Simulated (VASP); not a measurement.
Runs of VASP 6.6.1 on Al3Si8N3. The cell holds an amorphous packing of atoms, 14 atoms: a = 5.779 Å, b = 5.948 Å, c = 6.533 Å, α = 88.72°, β = 94.71°, γ = 91.30°. 

```tsv
smearing	gap on the mesh (eV)	pressure (GPa)	largest force (eV/Å)
fermi-dirac 0.1379 eV	0.64	-0.1	2.92
fermi-dirac 0.3447 eV	0.36	(b)	(a)
fermi-dirac 0.2482 eV	0.13	-2.1	3.74
fermi-dirac 0.05 eV	1.10	-3.9	1.38
```

Alike in all rows: task single point; level PBE; potentials or basis VASP PAW PBE potentials, release 64 (Al, N, Si); no spin polarisation; cell as given; k mesh 1 × 1 × 1, shifted; cutoff (eV) 520.

Task: Fill in the values left out.

Result: (a) 3.76; (b) -2.2.

Caveats: all runs use coarse meshes.

A k mesh can miss the band edges.
